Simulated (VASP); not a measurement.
The system is LiH.

```
Li H
1.0
     2.50166    0.00000    0.00000
     0.00000    2.50166    0.00000
     0.00000    0.00000    2.50166
Li H
1 1
Direct
  0.00000 0.00000 0.00000
  0.50000 0.50000 0.50000
```

Base run:

* Program: VASP 6.6.1
* Functional: PBE
* Potentials or basis: VASP PAW PBE potentials, release 64 (Li_sv, H)
* Cutoff: 520 eV
* k mesh: 8 × 8 × 8
* Occupations: gaussian, width 0.01 eV
* Spin: no spin polarisation

Its results: band gap on the k mesh 0.73 eV, indirect (least direct gap 4.21 eV).

Task: The run is repeated on the same cell with these changes: functional from PBE to HSE06; k mesh from 8 × 8 × 8 to 6 × 6 × 6. What comes out?

Result: Band gap on the k mesh 1.43 eV, indirect (least direct gap 5.27 eV).

Several settings changed at once, so the effect can't be laid on one alone.

A k mesh can miss the band edges.
